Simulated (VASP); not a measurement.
# Se (P4/mmm) in VASP: further runs

Se is run at these levels: LDA; tasks: single point.

All numbers are computed with VASP 6.6.1; they aren't measurements. Logs are shortened: lines on timing, memory, paths and dates and some standing lists are left out, and cuts for length are marked.

## Step 1: The cell of the first run

Symmetry: P4/mmm, No. 123, tetragonal system. Conventional cell: a = 2.726 Å, b = 2.726 Å, c = 2.768 Å, α = 90.00°, β = 90.00°, γ = 90.00°. Within 3.6 Å of Se (site symmetry 4/mmm) lie 6 Se at 2.73 to 2.77 Å.

This isn't the form of Se at room conditions, which is trigonal, of chains.

## Step 2: Single point, LDA (strain -0.030 along x and y, -0.015 along z)

INCAR reads:

```
PREC = Accurate ; ENCUT = 520
EDIFF = 1E-6 ; ISMEAR = 0
SIGMA = 0.15 ; LREAL = False
LASPH = True ; NELM = 80
ALGO = Normal ; ISIF = 2
LWAVE = False ; LCHARG = False
NBANDS = 9
```

KPOINTS reads:

```
regular mesh
0
Gamma
  16 16 16
```

POSCAR reads:

```
Se
1.0
    2.7262461294      0.0000000000      0.0000000000
    0.0000000000      2.7262461294      0.0000000000
    0.0000000000      0.0000000000      2.7684045747
Se
1
Direct
    0.0000000000      0.0000000000      0.0000000000
```

Potentials or basis: VASP PAW LDA potentials, release 64 (Se).

Run with:

```
cat potpaw_LDA.64/Se/POTCAR > POTCAR
mpirun -np 1 vasp_std > vasp.out
```

OUTCAR:

```text
PREC = Accurate
   ENCUT = 520
   EDIFF = 1E-6
   ISMEAR = 0
   LREAL = False
   LASPH = True
   NELM = 80
   ISIF = 2

 ion  position               nearest neighbor table
   1  0.000  0.000  0.000-

  LATTYP: Found a simple tetragonal cell.
 ALAT       =     2.7262461294
 C/A-ratio  =     1.0154639175

  Lattice vectors:

 A1 = (   2.7262461294,   0.0000000000,   0.0000000000)
 A2 = (   0.0000000000,   2.7262461294,   0.0000000000)
 A3 = (   0.0000000000,   0.0000000000,   2.7684045747)

Analysis of symmetry for initial positions (statically):
=====================================================================
 Subroutine PRICEL returns:
 Original cell was already a primitive cell.

 Routine SETGRP: Setting up the symmetry group for a
 simple tetragonal supercell.

 Subroutine GETGRP returns: Found 16 space group operations
 (whereof 16 operations were pure point group operations)
 out of a pool of 16 trial point group operations.

The static configuration has the point symmetry D_4h.

Analysis of symmetry for dynamics (positions and initial velocities):
=====================================================================
 Subroutine PRICEL returns:
 Original cell was already a primitive cell.

 Routine SETGRP: Setting up the symmetry group for a
 simple tetragonal supercell.

 Subroutine GETGRP returns: Found 16 space group operations
 (whereof 16 operations were pure point group operations)
 out of a pool of 16 trial point group operations.

The dynamic configuration has the point symmetry D_4h.

 Subroutine INISYM returns: Found 16 space group operations
 (whereof 16 operations are pure point group operations),
 and found     1 'primitive' translations

----------------------------------------------------------------------------------------

                                     Primitive cell

  volume of cell :      20.5759

  direct lattice vectors                    reciprocal lattice vectors
     2.726246129  0.000000000  0.000000000     0.366804739  0.000000000  0.000000000
     0.000000000  2.726246129  0.000000000     0.000000000  0.366804739  0.000000000
     0.000000000  0.000000000  2.768404575     0.000000000  0.000000000  0.361218880

  length of vectors
     2.726246129  2.726246129  2.768404575     0.366804739  0.366804739  0.361218880

  position of ions in fractional coordinates (direct lattice)
     0.000000000  0.000000000  0.000000000

  ion indices of the primitive-cell ions
   primitive index   ion index
                 1           1

----------------------------------------------------------------------------------------

 KPOINTS: regular mesh

Automatic generation of k-mesh.
 Grid dimensions read from file:
 generate k-points for:   16   16   16

 Generating k-lattice:

  Cartesian coordinates                     Fractional coordinates (reciprocal lattice)
     0.022925296  0.000000000  0.000000000     0.062500000  0.000000000  0.000000000
     0.000000000  0.022925296  0.000000000     0.000000000  0.062500000  0.000000000
     0.000000000  0.000000000  0.022576180     0.000000000  0.000000000  0.062500000

  Length of vectors
     0.022925296  0.022925296  0.022576180

  Shift w.r.t. Gamma in fractional coordinates (k-lattice)
     0.000000000  0.000000000  0.000000000

 Subroutine IBZKPT returns following result:
 ===========================================

 Found    405 irreducible k-points:

 Following reciprocal coordinates:
            Coordinates               Weight
  0.000000  0.000000  0.000000      1.000000
  0.062500  0.000000  0.000000      4.000000
  0.125000  0.000000  0.000000      4.000000
  0.187500  0.000000  0.000000      4.000000
  0.250000  0.000000  0.000000      4.000000
  0.312500  0.000000  0.000000      4.000000
[... 16 lines left out ...]
  0.437500  0.125000  0.000000      8.000000
  0.500000  0.125000  0.000000      4.000000
 [... further k-points ...]
   k-points           NKPTS =    405   k-points in BZ     NKDIM =    405   number of bands    NBANDS=      9
   number of dos      NEDOS =    301   number of ions     NIONS =      1
   total plane-waves  NPLWV =   9600
   dimension x,y,z NGX =    20 NGY =   20 NGZ =   24
   dimension x,y,z NGXF=    40 NGYF=   40 NGZF=   48
   ions per type =               1
   NGX,Y,Z   is equivalent  to a cutoff of  12.20, 12.20, 14.41 a.u.
   NGXF,Y,Z  is equivalent  to a cutoff of  24.39, 24.39, 28.82 a.u.
 SYSTEM =  unknown system
   PREC   = accura    normal or accurate (medium, high low for compatibility)
   ISTART =      0    job   : 0-new  1-cont  2-samecut
   ICHARG =      2    charge: 1-file 2-atom 10-const
   ISPIN  =      1    spin polarized calculation?
   LNONCOLLINEAR =      F non collinear calculations
   LSORBIT =      F    spin-orbit coupling
   LASPH  =      T    aspherical Exc in radial PAW
   ENCUT  =  520.0 eV  38.22 Ry    6.18 a.u.   5.07  5.07  5.15*2*pi/ulx,y,z
   NELM   =     80;   NELMIN=  2; NELMDL= -5     # of ELM steps
   EDIFF  = 0.1E-05   stopping-criterion for ELM
   LREAL  =      F    real-space projection
   EDIFFG = 0.1E-04   stopping-criterion for IOM
   NSW    =      0    number of steps for IOM
   IBRION =     -1    ionic relax: 0-MD 1-quasi-New 2-CG
   NFREE  =      0    steps in history (QN), initial steepest desc. (CG)
   ISIF   =      2    stress and relaxation
   ISYM   =      2    0-nonsym 1-usesym 2-fastsym
   POTIM  = 0.5000    time-step for ionic-motion
   TEBEG  =    0.0;   TEEND  =   0.0 temperature during run
   PSTRESS=    0.0 pullay stress
   NELECT =       6.0000    total number of electrons
   NUPDOWN=      -1.0000    fix difference up-down
   EMIN   =  10.00;   EMAX   =-10.00  energy-range for DOS
   EFERMI =   0.00;   METHOD = LEGACY
   ISMEAR =     0;   SIGMA  =   0.15  broadening in eV -4-tet -1-fermi 0-gaus
   EFERMI_NEDOS =   21; number of points for ismear=-14 and -15
   IALGO  =     38    algorithm
   IMIX   =      4    mixing-type and parameters
     AMIX     =   0.40;   BMIX     =  1.00
     AMIX_MAG =   1.60;   BMIX_MAG =  1.00
  volume/ion in A,a.u.               =      20.58       138.85
  Fermi-wavevector in a.u.,A,eV,Ry     =   1.085605  2.051497 16.035000  1.178539
  Thomas-Fermi vector in A             =   2.221723
   LORBIT       =      0    0 simple, 1 ext, 2 COOP (PROOUT), +10 PAW based schemes
   GGA     = CA    functional components
   LHFCALC =     F    Hartree Fock is set to
   AEXX    =    0.0000 exact exchange contribution
   IVDW    =     0    specifies the selected vdW correction
   LEPSILON=     F    determine dielectric tensor
   LRPA    =     F    only Hartree local field effects (RPA)
 non-spin polarized calculation
 Gauss-broadening in eV      SIGMA  =   0.15
  energy-cutoff  :      520.00
  volume of cell :       20.58
 maximum number of plane-waves:       572
   NGX = 11   NGY = 11   NGZ = 11

 number of electron       6.0000002 magnetization

 Free energy of the ion-electron system (eV)
  ---------------------------------------------------
  ext. energy  EPLUGINS =         0.00000000
  ---------------------------------------------------
  free energy    TOTEN  =        -4.07401154 eV

  energy without entropy =       -4.06850303  energy(sigma->0) =       -4.07125729

 E-fermi :   5.8556     XC(G=0): -10.5653

 val. band max:        5.8531961000   @ k =   0.1875   0.1250   0.0625
 cond. band min:       5.8581635318   @ k =   0.5000   0.4375   0.2500
 fundamental gap:      0.0049674318
 Fermi energy:         5.8556352250

 k-point     1 :       0.0000    0.0000    0.0000
  band No.  band energies     occupation
      1     -10.9839      2.00000
      2       7.1602      0.00000
      3       7.5972      0.00000
      4       7.5972      0.00000
      5      13.3892      0.00000
      6      13.6624      0.00000
      7      14.1941      0.00000
      8      28.9633      0.00000
      9      28.9643      0.00000

 k-point     2 :       0.0625    0.0000    0.0000
  band No.  band energies     occupation
      1     -10.9202      2.00000
      2       6.8611      0.00000
      3       7.2118      0.00000
      4       7.6484      0.00000
      5      13.4661      0.00000
      6      13.9469      0.00000
      7      14.8240      0.00000
      8      27.6825      0.00000
      9      28.1185      0.00000

 k-point     3 :       0.1250    0.0000    0.0000
  band No.  band energies     occupation
      1     -10.7315      2.00000
      2       5.3080      2.00000
      3       7.3629      0.00000
      4       7.7985      0.00000
      5      13.6603      0.00000
      6      14.2128      0.00000
      7      16.6626      0.00000
      8      25.8668      0.00000
      9      26.3231      0.00000

 k-point     4 :       0.1875    0.0000    0.0000
  band No.  band energies     occupation
      1     -10.4252      2.00000
      2       3.5881      2.00000
      3       7.6019      0.00000
      4       8.0358      0.00000
      5      13.9713      0.00000
      6      14.5694      0.00000
      7      18.8551      0.00000
      8      24.1318      0.00000
      9      24.6014      0.00000

 k-point     5 :       0.2500    0.0000    0.0000
  band No.  band energies     occupation
      1     -10.0174      2.00000
      2       1.9342      2.00000
      3       7.9072      0.00000
      4       8.3386      0.00000
      5      14.3861      0.00000
      6      15.0559      0.00000
      7      20.7659      0.00000
      8      22.5742      0.00000
      9      23.0536      0.00000

 k-point     6 :       0.3125    0.0000    0.0000
  band No.  band energies     occupation
      1      -9.5390      2.00000
      2       0.4517      2.00000
      3       8.2438      0.00000
      4       8.6720      0.00000
      5      14.8744      0.00000
      6      15.6767      0.00000
      7      21.2519      0.00000
      8      21.3168      0.00000
      9      21.7393      0.00000
[... 169 lines left out ...]
 k-point    21 :       0.3125    0.1250    0.0000
  band No.  band energies     occupation
      1      -9.2870      2.00000
      2       0.6892      2.00000
      3       6.5355      0.00000
      4       8.4393      0.00000
      5      15.2535      0.00000
      6      16.9722      0.00000
      7      19.3501      0.00000
      8      21.4821      0.00000
      9      22.6182      0.00000

 k-point    22 :       0.3750    0.1250    0.0000
  band No.  band energies     occupation
      1      -8.7970      2.00000
      2      -0.5297      2.00000
      3       6.9136      0.00000
      4       8.7533      0.00000
      5      15.6988      0.00000
      6      16.5456      0.00000
      7      19.4212      0.00000
      8      20.4666      0.00000
      9      21.8349      0.00000

 k-point    23 :       0.4375    0.1250    0.0000
  band No.  band energies     occupation
      1      -8.4012      2.00000
      2      -1.3677      2.00000
      3       7.1999      0.00000
      4       8.9830      0.00000
      5      15.6122      0.00000
      6      16.6307      0.00000
      7      19.7365      0.00000
      8      19.8133      0.00000
      9      20.9257      0.00000

 k-point    24 :       0.5000    0.1250    0.0000
  band No.  band energies     occupation
      1      -8.2430      2.00000
      2      -1.6739      2.00000
      3       7.3086      0.00000
      4       9.0682      0.00000
      5      15.4594      0.00000
      6      16.8119      0.00000
      7      19.5866      0.00000
      8      20.0305      0.00000
      9      20.3977      0.00000

 [... further k-points ...]

------------------------ aborting loop because EDIFF is reached ----------------------------------------

  FORCE on cell =-STRESS in cart. coord.  units (eV):
  Direction    XX          YY          ZZ          XY          YZ          ZX
  --------------------------------------------------------------------------------------
  -------------------------------------------------------------------------------------
  Total        0.4692336      0.4692336      0.2538609      0.0000000      0.0000000      0.0000000
  in kB       36.5375961     36.5375961     19.7672721      0.0000000      0.0000000      0.0000000
  external PRESSURE =      30.9474881 kB  Pullay stress =       0.0000000 kB

 VOLUME and BASIS-vectors are now :
 -----------------------------------------------------------------------------
  energy-cutoff  :      520.00
  volume of cell :       20.58
      direct lattice vectors                 reciprocal lattice vectors
     2.726246129  0.000000000  0.000000000     0.366804739  0.000000000  0.000000000
     0.000000000  2.726246129  0.000000000     0.000000000  0.366804739  0.000000000
     0.000000000  0.000000000  2.768404575     0.000000000  0.000000000  0.361218880

 POSITION                                       TOTAL-FORCE (eV/Angst)
 -----------------------------------------------------------------------------------
      0.00000      0.00000      0.00000         0.000000      0.000000      0.000000
 -----------------------------------------------------------------------------------
    total drift:                               -0.000000      0.000000      0.000000

  FREE ENERGIE OF THE ION-ELECTRON SYSTEM (eV)
  ---------------------------------------------------
  free  energy   TOTEN  =        -4.0740115412 eV

  energy  without entropy=       -4.0685030298  energy(sigma->0) =       -4.07125729
```

Wall time 20 s (1 thread of AMD EPYC 9R45 (Zen 5), shared host); peak memory 0.15 GiB.

What came out:

* Free energy: -4.0740 eV
* Pressure: 3.1 GPa
* Band gap on the k mesh: zero (bands 3 and 4 overlap by 6.74 eV)

Caveat: the cell differs from its parent crystal (strain -0.030 along x and y, -0.015 along z); the cell stands under pressure.

## Step 3: Single point, LDA (strain -0.030 along x and y, +0.000 along z)

INCAR reads:

```
SYSTEM = Se
ALGO     = Normal         ! electronic algorithm
EDIFF    = 1E-6           ! SCF threshold, eV
ENCUT    = 520            ! plane-wave cutoff, eV
GGA      = CA             ! functional
ISIF     = 2              ! what is computed and relaxed
ISMEAR   = 0              ! smearing method
LASPH    = .True.         ! aspherical terms in the spheres
LCHARG   = .False.        ! write CHGCAR
LREAL    = .False.        ! projectors in reciprocal space
LWAVE    = .False.        ! write WAVECAR
NBANDS   = 9              ! bands
NELM     = 60             ! most SCF steps
PREC     = Accurate       ! precision mode
SIGMA    = 0.15           ! smearing width, eV
```

KPOINTS reads:

```
k-points
0
Gamma
  16 16 16
  0 0 0
```

Changes to POSCAR since step 2:

```diff
@@ -4,3 +4,3 @@
     0.0000000000      2.7262461294      0.0000000000
-    0.0000000000      0.0000000000      2.7684045747
+    0.0000000000      0.0000000000      2.8105630200
 Se
```

Potentials or basis: VASP PAW LDA potentials, release 64 (Se).

Run with:

```
cat potpaw_LDA.64/Se/POTCAR > POTCAR
mpirun -np 1 vasp_std > vasp.out
```

Wall time 19 s (1 thread of AMD EPYC 9R45 (Zen 5), shared host); peak memory 0.15 GiB.

The run converged. Its results:

```yaml
Free_energy: -4.0760 eV
Pressure: 1.7 GPa
Band_gap_on_the_k_mesh: zero (bands 3 and 4 overlap by 6.67 eV)
```

Stress tensor (GPa, compression positive):
```
 2.63  0.00  0.00
 0.00  2.63  0.00
 0.00  0.00 -0.01
```

Levels at points of the mesh, in eV from the Fermi level:
| k point | band 1 | band 2 | band 3 | band 4 | band 5 | band 6 | band 7 | band 8 |
| --- | --- | --- | --- | --- | --- | --- | --- | --- |
| (0.00, 0.00, 0.00) | -16.71 | 1.00 | 1.84 | 1.84 | 7.28 | 7.91 | 8.42 | 22.82 |
| (0.50, 0.00, 0.00) | -14.21 | -7.67 | 2.73 | 3.54 | 10.04 | 12.19 | 12.52 | 13.11 |
| (0.50, 0.50, 0.00) | -11.70 | -5.43 | -5.43 | 2.46 | 4.31 | 13.86 | 15.63 | 15.63 |
| (0.00, 0.00, 0.50) | -14.61 | -7.52 | 3.27 | 3.27 | 10.01 | 12.20 | 13.00 | 14.16 |
| (0.50, 0.00, 0.50) | -12.12 | -5.73 | -5.22 | 2.42 | 4.83 | 14.11 | 16.24 | 16.68 |
| (0.50, 0.50, 0.50) | -9.53 | -3.74 | -3.74 | -3.18 | 5.35 | 5.70 | 5.70 | 9.61 |

Caveat: the cell differs from its parent crystal (strain -0.030 along x and y, +0.000 along z).

## Step 4: Single point, LDA (strain -0.015 along x and y, -0.030 along z)

INCAR reads:

```
SYSTEM = Se
  PREC = Accurate
  ENCUT = 520
  EDIFF = 1E-6
  ISMEAR = 0
  SIGMA = 0.15
  LREAL = .FALSE.
  LASPH = .TRUE.
  NELM = 60
  ALGO = Normal
  ISIF = 2
  LWAVE = .FALSE.
  LCHARG = .FALSE.
  GGA = CA
  NBANDS = 9
```

KPOINTS reads:

```
Automatic mesh
0
G
  16 16 16
  0 0 0
```

POSCAR reads:

```
Se
1.0
    2.7684045747      0.0000000000      0.0000000000
    0.0000000000      2.7684045747      0.0000000000
    0.0000000000      0.0000000000      2.7262461294
Se
1
Direct
    0.0000000000      0.0000000000      0.0000000000
```

Run with:

```
cat potpaw_LDA.64/Se/POTCAR > POTCAR
mpirun -np 1 vasp_std > vasp.out
```

It took 22 s on 1 thread of AMD EPYC 9R45 (Zen 5), shared host; peak memory 0.15 GiB.

The run converged. Its results:

- Free energy: -4.0787 eV
- Pressure: 1.6 GPa
- Band gap on the k mesh: zero (bands 3 and 4 overlap by 6.59 eV)

Stress tensor (GPa, compression positive):
```
1.11 0.00 0.00
0.00 1.11 0.00
0.00 0.00 2.64
```

Levels at points of the mesh, in eV from the Fermi level:
```tsv
k point	band 1	band 2	band 3	band 4	band 5	band 6	band 7	band 8
(0.00, 0.00, 0.00)	-16.69	1.43	1.43	1.86	7.65	7.70	8.29	22.81
(0.50, 0.00, 0.00)	-14.40	-7.57	3.00	3.42	10.05	12.18	12.78	13.63
(0.50, 0.50, 0.00)	-12.12	-5.46	-5.46	2.43	4.84	14.11	16.47	16.47
(0.00, 0.00, 0.50)	-14.19	-7.65	3.14	3.14	10.13	12.12	12.58	13.60
(0.50, 0.00, 0.50)	-11.89	-5.57	-5.31	2.45	4.57	13.98	15.94	16.16
(0.50, 0.50, 0.50)	-9.53	-3.73	-3.45	-3.45	5.54	5.54	5.71	9.62
```

Caveat: the cell differs from its parent crystal (strain -0.015 along x and y, -0.030 along z).

## Step 5: Overview

| cell | gap on the mesh (eV) | pressure (GPa) |
| --- | --- | --- |
| a = 2.726, b = 2.726, c = 2.768 Å, 1 atom | none | 3.1 |
| a = 2.726, b = 2.726, c = 2.811 Å, 1 atom | none | 1.7 |
| a = 2.768, b = 2.768, c = 2.726 Å, 1 atom | none | 1.6 |

Alike in all rows: task single point; level LDA; potentials or basis VASP PAW LDA potentials, release 64 (Se); no spin polarisation; k mesh 16 × 16 × 16; cutoff (eV) 520; smearing gaussian 0.15 eV.

Caveats: the cell stands under pressure (at least some runs).

Total energies depend on the potentials used, so only differences within one code and one set of settings carry meaning.
